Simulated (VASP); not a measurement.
# Au (Fm-3m) in VASP: notebook, part 2 of 2

VASP 6.6.1.

## (3) Single point, PBEsol

This run uses another cell than the first one, of 17.02 Å³/atom.

INCAR reads:

```
SYSTEM = Au
  ALGO = Normal
  EDIFF = 1E-7
  ENCUT = 520
  GGA = PS
  ISIF = 2
  ISMEAR = -1
  LASPH = .TRUE.
  LCHARG = .FALSE.
  LREAL = .FALSE.
  LWAVE = .FALSE.
  NBANDS = 12
  NELM = 60
  PREC = Accurate
  SIGMA = 0.15
```

KPOINTS reads:

```
k-points
0
G
  20 20 20
  0 0 0
```

POSCAR reads:

```
Au
1.0
    0.0000000000      2.0416550051      2.0416550051
    2.0416550051      0.0000000000      2.0416550051
    2.0416550051      2.0416550051      0.0000000000
Au
1
Direct
    0.0000000000      0.0000000000      0.0000000000
```

Potentials or basis: VASP PAW PBE potentials, release 64 (Au).

The run is started by

```bash
$ cat potpaw_PBE.64/Au/POTCAR > POTCAR
$ mpirun -np 1 vasp_std > vasp.out
```

OUTCAR:

```text
SYSTEM = Au
   EDIFF = 1E-7
   ENCUT = 520
   GGA = PS
   ISIF = 2
   ISMEAR = -1
   LASPH = .TRUE.
   LREAL = .FALSE.
   NELM = 60
   PREC = Accurate

 ion  position               nearest neighbor table
   1  0.000  0.000  0.000-

  LATTYP: Found a face centered cubic cell.
 ALAT       =     4.0833100102

  Lattice vectors:

 A1 = (   0.0000000000,   2.0416550051,   2.0416550051)
 A2 = (   2.0416550051,   0.0000000000,   2.0416550051)
 A3 = (   2.0416550051,   2.0416550051,   0.0000000000)

Analysis of symmetry for initial positions (statically):
=====================================================================
 Subroutine PRICEL returns:
 Original cell was already a primitive cell.

 Routine SETGRP: Setting up the symmetry group for a
 face centered cubic supercell.

 Subroutine GETGRP returns: Found 48 space group operations
 (whereof 48 operations were pure point group operations)
 out of a pool of 48 trial point group operations.

The static configuration has the point symmetry O_h .

Analysis of symmetry for dynamics (positions and initial velocities):
=====================================================================
 Subroutine PRICEL returns:
 Original cell was already a primitive cell.

 Routine SETGRP: Setting up the symmetry group for a
 face centered cubic supercell.

 Subroutine GETGRP returns: Found 48 space group operations
 (whereof 48 operations were pure point group operations)
 out of a pool of 48 trial point group operations.

The dynamic configuration has the point symmetry O_h .

 Subroutine INISYM returns: Found 48 space group operations
 (whereof 48 operations are pure point group operations),
 and found     1 'primitive' translations

----------------------------------------------------------------------------------------

                                     Primitive cell

  volume of cell :      17.0207

  direct lattice vectors                    reciprocal lattice vectors
[... 106 lines left out ...]
  volume/ion in A,a.u.               =      17.02       114.86
  Fermi-wavevector in a.u.,A,eV,Ry     =   1.415403  2.674723 27.257435  2.003365
  Thomas-Fermi vector in A             =   2.536845
   LORBIT       =      0    0 simple, 1 ext, 2 COOP (PROOUT), +10 PAW based schemes
   GGA     = PS    functional components
   LHFCALC =     F    Hartree Fock is set to
   AEXX    =    0.0000 exact exchange contribution
   IVDW    =     0    specifies the selected vdW correction
   LEPSILON=     F    determine dielectric tensor
   LRPA    =     F    only Hartree local field effects (RPA)
 non-spin polarized calculation
  energy-cutoff  :      520.00
  volume of cell :       17.02
 maximum number of plane-waves:       471
 NGX is ok and might be reduce to    24
   NGX = 11   NGY = 11   NGZ = 11

 number of electron      11.0000000 magnetization

 Free energy of the ion-electron system (eV)
  ---------------------------------------------------
  ext. energy  EPLUGINS =         0.00000000
  ---------------------------------------------------
  free energy    TOTEN  =        -3.93462400 eV

  energy without entropy =       -3.91398662  energy(sigma->0) =       -3.92430531

 E-fermi :   9.3013     XC(G=0): -12.8925

 val. band max:        9.2764251812   @ k =   0.5000   0.3500   0.1500
 cond. band min:       9.3274091687   @ k =   0.5000   0.1000   0.0000
 fundamental gap:      0.0509839875
 Fermi energy:         9.3013095830

 k-point     1 :       0.0000    0.0000    0.0000
  band No.  band energies     occupation
      1      -0.6352      2.00000
      2       4.6113      2.00000
      3       4.6113      2.00000
      4       4.6113      2.00000
      5       6.1443      2.00000
      6       6.1443      2.00000
      7      23.7973      0.00000
      8      27.7987      0.00000
      9      27.7987      0.00000
     10      27.7987      0.00000
     11      32.6697      0.00000
     12      37.3453      0.00000
[... 331 lines left out ...]
 k-point    24 :      -0.3500    0.0500    0.0000
  band No.  band energies     occupation
      1       1.9583      2.00000
      2       4.6802      2.00000
      3       4.7419      2.00000
      4       5.6897      2.00000
      5       6.7908      2.00000
      6       7.3284      2.00000
      7      15.8962      0.00000
      8      23.8740      0.00000
      9      26.5112      0.00000
     10      28.0747      0.00000
     11      32.5148      0.00000
     12      33.4176      0.00000

 [... further k-points ...]
[... 5 lines left out ...]
  --------------------------------------------------------------------------------------
  -------------------------------------------------------------------------------------
  Total       -0.0312160     -0.0312160     -0.0312160      0.0000000      0.0000000      0.0000000
  in kB       -2.9383963     -2.9383963     -2.9383963      0.0000000      0.0000000      0.0000000
  external PRESSURE =      -2.9383963 kB  Pullay stress =       0.0000000 kB

 VOLUME and BASIS-vectors are now :
 -----------------------------------------------------------------------------
  energy-cutoff  :      520.00
  volume of cell :       17.02
      direct lattice vectors                 reciprocal lattice vectors
     0.000000000  2.041655005  2.041655005    -0.244899358  0.244899358  0.244899358
     2.041655005  0.000000000  2.041655005     0.244899358 -0.244899358  0.244899358
     2.041655005  2.041655005  0.000000000     0.244899358  0.244899358 -0.244899358

 POSITION                                       TOTAL-FORCE (eV/Angst)
 -----------------------------------------------------------------------------------
      0.00000      0.00000      0.00000        -0.000000      0.000000     -0.000000
 -----------------------------------------------------------------------------------
    total drift:                               -0.000000      0.000000     -0.000000

  FREE ENERGIE OF THE ION-ELECTRON SYSTEM (eV)
  ---------------------------------------------------
  free  energy   TOTEN  =        -3.9346239985 eV

  energy  without entropy=       -3.9139866212  energy(sigma->0) =       -3.92430531
```

stdout:

```text
POSCAR found type information on POSCAR Au
 POSCAR found :  1 types and       1 ions
 scaLAPACK will be used
 -----------------------------------------------------------------------------
|                                                                             |
|                                                                             |
|     You enforced a specific xc type in the INCAR file but a different       |
|     I HOPE YOU KNOW WHAT YOU ARE DOING!                                     |
|                                                                             |
 -----------------------------------------------------------------------------

 LDA part: xc-table for (Slater+PW92), standard interpolation
 POSCAR, INCAR and KPOINTS ok, starting setup
 FFT: planning ... GRIDC
 FFT: planning ... GRID_SOFT
 FFT: planning ... GRID
 WAVECAR not read
 entering main loop
```

Wall time 54 s (1 thread of Intel Xeon 8259CL, shared host); peak memory 0.18 GiB.

What came out:

| Property | Result |
| --- | --- |
| Free energy | -3.9346 eV |
| Pressure | -0.3 GPa |
| Band gap on the k mesh | zero (an odd number of electrons rules out a gap without spin polarisation) |

Levels at points of the mesh, in eV from the Fermi level:
| k point | band 2 | band 3 | band 4 | band 5 | band 6 | band 7 | band 8 | band 9 | band 10 | band 11 |
| --- | --- | --- | --- | --- | --- | --- | --- | --- | --- | --- |
| (0.00, 0.00, 0.00) | -4.69 | -4.69 | -4.69 | -3.16 | -3.16 | 14.50 | 18.50 | 18.50 | 18.50 | 23.37 |
| (0.50, 0.00, 0.00) | -4.73 | -4.73 | -1.95 | -1.95 | -1.03 | 3.06 | 13.94 | 17.10 | 17.10 | 24.90 |
| (0.50, 0.50, 0.00) | -6.77 | -1.99 | -1.63 | -1.63 | 0.95 | 5.75 | 9.95 | 9.95 | 17.17 | 19.80 |

Caveat: the PAW data sets were made with another functional, which shifts forces and pressure a little; spin-orbit coupling is left out, which moves the levels of the heavy elements.

## (4) Single point, PBEsol (17.36 Å³/atom)

This run uses another cell than the first one, of 17.36 Å³/atom.

INCAR reads:

```
  PREC = Accurate
  ENCUT = 520
  EDIFF = 1E-7
  ISMEAR = -1
  SIGMA = 0.15
  LREAL = False
  LASPH = True
  NELM = 100
  ALGO = Normal
  ISIF = 2
  LWAVE = False
  LCHARG = True
  GGA = PS
  LELF = True
  LVHAR = True
  NBANDS = 12
```

KPOINTS reads:

```
Automatic mesh
0
Gamma
  20 20 20
```

POSCAR reads:

```
Au
1.0
    0.0000000000      2.0551762932      2.0551762932
    2.0551762932      0.0000000000      2.0551762932
    2.0551762932      2.0551762932      0.0000000000
Au
1
Direct
    0.0000000000      0.0000000000      0.0000000000
```

The run is started by

```bash
$ cat potpaw_PBE.64/Au/POTCAR > POTCAR
$ mpirun -np 1 vasp_std > vasp.out
```

Run time: 62 s. Hardware: 1 thread of Intel Xeon 8259CL, shared host; peak memory 0.18 GiB.

Results (log left out):

```yaml
Free_energy: -3.9308 eV
Pressure: -3.5 GPa
Band_gap_on_the_k_mesh: zero (an odd number of electrons rules out a gap without spin polarisation)
```

Levels at points of the mesh, in eV from the Fermi level:
```tsv
k point	band 3	band 4	band 5	band 6	band 7	band 8	band 9	band 10
(0.00, 0.00, 0.00)	-4.58	-4.58	-3.10	-3.10	14.53	18.41	18.41	18.41
(0.50, 0.00, 0.00)	-4.61	-1.93	-1.93	-0.94	2.96	13.96	16.95	16.95
(0.50, 0.50, 0.00)	-1.97	-1.62	-1.62	1.01	5.60	9.90	9.90	16.96
```

Caveat: the cell stands under tension; the PAW data sets were made with another functional, which shifts forces and pressure a little; spin-orbit coupling is left out, which moves the levels of the heavy elements.

## (5) Relaxation of cell and atoms, PBEsol

This run uses another cell than the first one, of 17.03 Å³/atom.

INCAR reads:

```
PREC     = Accurate       # precision mode
ENCUT    = 600            # plane-wave cutoff, eV
EDIFF    = 1E-7           # SCF threshold, eV
ISMEAR   = -1             # smearing method
SIGMA    = 0.15           # smearing width, eV
LREAL    = F              # projectors in reciprocal space
LASPH    = T              # aspherical terms in the spheres
NELM     = 100            # most SCF steps
ALGO     = Normal         # electronic algorithm
ISIF     = 3              # what is computed and relaxed
LWAVE    = F              # write WAVECAR
LCHARG   = F              # write CHGCAR
GGA      = PS             # functional
IBRION   = 2              # ionic algorithm
NSW      = 80             # ionic steps
EDIFFG   = -0.001         # ionic threshold
```

KPOINTS reads:

```
regular mesh
0
Gamma
  20 20 20
```

POSCAR reads:

```
Au
1.0
    0.0000000000      2.0419343851      2.0419343851
    2.0419343851      0.0000000000      2.0419343851
    2.0419343851      2.0419343851      0.0000000000
Au
1
Direct
    0.0000000000      0.0000000000      0.0000000000
```

The run is started by

```bash
$ cat potpaw_PBE.64/Au/POTCAR > POTCAR
$ mpirun -np 1 vasp_std > vasp.out
```

It took 92 s on 1 thread of Intel Xeon 8259CL, shared host; peak memory 0.19 GiB.

The run converged. Its results:

- Free energy: -3.9345 eV
- Relaxed volume: 17.00 Å³/atom
- Relaxed cell: a = 2.886 Å, b = 2.886 Å, c = 2.886 Å, α = 60.00°, β = 60.00°, γ = 60.00°
- Space group after relaxing (to 0.1 Å): Fm-3m (No. 225)
- Energy gained by relaxing: 0.0 meV/atom
- Ionic steps: 3
- Pressure after relaxing: 0.0 GPa
- Band gap on the k mesh: zero (an odd number of electrons rules out a gap without spin polarisation)

Final structure:
```yaml
crystal:
  lattice:
    - [0.00000, 2.04088, 2.04088]
    - [2.04088, 0.00000, 2.04088]
    - [2.04088, 2.04088, 0.00000]
  atoms:
    - { symbol: Au, position: [0.00000, 0.00000, 0.00000] }
```

Levels at points of the mesh, in eV from the Fermi level:
```
           k point  band 3  band 4  band 5  band 6  band 7  band 8  band 9
(0.00, 0.00, 0.00)   -4.70   -4.70   -3.16   -3.16   14.49   18.50   18.50
(0.50, 0.00, 0.00)   -4.73   -1.95   -1.95   -1.04    3.06   13.93   17.11
(0.50, 0.50, 0.00)   -1.99   -1.63   -1.63    0.95    5.76    9.96    9.96
```

Caveat: the PAW data sets were made with another functional, which shifts forces and pressure a little; spin-orbit coupling is left out, which moves the levels of the heavy elements.

## (6) Overview

```csv
task,cell,cutoff (eV),gap on the mesh (eV),pressure (GPa)
single point,"a = 2.868 Å, angles 60.0°, 1 atom",520,none,3.4
single point,"a = 2.887 Å, angles 60.0°, 1 atom",520,none,-0.3
single point,"a = 2.906 Å, angles 60.0°, 1 atom",520,none,-3.5
relaxation of cell and atoms,"relaxed from a = 2.888 Å, angles 60.0°, 1 atom",600,none,0.0
```

Alike in all rows: level PBEsol; potentials or basis VASP PAW PBE potentials, release 64 (Au); no spin polarisation; k mesh 20 × 20 × 20; smearing fermi-dirac 0.15 eV.

Caveats: the PAW data sets were made with another functional, which shifts forces and pressure a little; spin-orbit coupling is left out, which moves the levels of the heavy elements; the cell stands under pressure (at least some runs); the cell stands under tension (at least some runs).

Absolute energies hang on the potentials; compare differences alone.
